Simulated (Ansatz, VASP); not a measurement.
## Two plane-wave programs on GaSb3

```
Ga Sb
1.0
     3.05343   -3.12343    0.00000
     3.05343    3.12343    0.00000
     0.00000    0.00000    5.63332
Ga Sb
1 3
Direct
  0.50000 0.50000 0.00000
  0.74172 0.25828 0.50000
  0.25828 0.74172 0.50000
  0.00000 0.00000 0.00000
```

Alike in both runs: task relaxation of cell and atoms; functional PBE; k mesh 10 × 10 × 8; occupations gaussian, width 0.1 eV; no spin polarisation.

|  | VASP | Ansatz |
| --- | --- | --- |
| version | VASP 6.6.1 | Ansatz 0.2.0 |
| potentials or method | VASP PAW PBE potentials, release 64 (Ga_d, Sb), cutoff 600 eV | scalar-relativistic, plane waves, PAW |
| valence electrons in the cell | 28 | 58 |

Ansatz gave:

| Property | Result |
| --- | --- |
| gap on the k mesh at the Fermi level, each at its own relaxed structure (eV) | none |
| relaxed volume (Å³/atom) | 27.02 |
| relaxed length of the cell vector where the two differ most in proportion (Å) | 5.644 |

Task: Estimate VASP's values.

Result: gap on the k mesh at the Fermi level, each at its own relaxed structure (eV): none; relaxed volume (Å³/atom): 27.00; relaxed length of the cell vector where the two differ most in proportion (Å): 5.616.

A gap of «none» marks a metal or a gap that the smearing closes. VASP's potentials hold 28 valence electrons a cell and Ansatz's 58, so a difference there can come from the potentials and not from the codes.

Spin-orbit coupling is off throughout.
